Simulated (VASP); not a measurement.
A run of VASP 6.6.1:

Contents of INCAR:

```
PREC = Accurate
ENCUT = 520
EDIFF = 1E-7
ISMEAR = 0
SIGMA = 0.15
LREAL = False
LASPH = True
NELM = 100
ALGO = Fast
ISIF = 2
LWAVE = False
LCHARG = True
GGA = PS
LELF = True
LVHAR = True
NBANDS = 11
```

File KPOINTS:

```
regular mesh
0
Gamma
  20 20 20
```

POSCAR

```
Hf
1.0
   -1.7485563976      1.7485563976      1.9234120374
    1.7485563976     -1.7485563976      1.9234120374
    1.7485563976      1.7485563976     -1.9234120374
Hf
1
Direct
    0.0000000000      0.0000000000      0.0000000000
```

Potentials or basis: VASP PAW PBE potentials, release 64 (Hf_pv).

The run is started by

```console
$ cat potpaw_PBE.64/Hf_pv/POTCAR > POTCAR
$ mpirun -np 1 vasp_std > vasp.out
```

Hardware: 1 thread of AMD EPYC 9R45 96-Core Processor (Zen 5), with other jobs on the host.

How long does it take, and how much memory?

Wall time 97 s on 1 thread of AMD EPYC 9R45 96-Core Processor (Zen 5) (shared host), peak memory 0.24 GiB. Counts: scf iterations 16, k points 641.
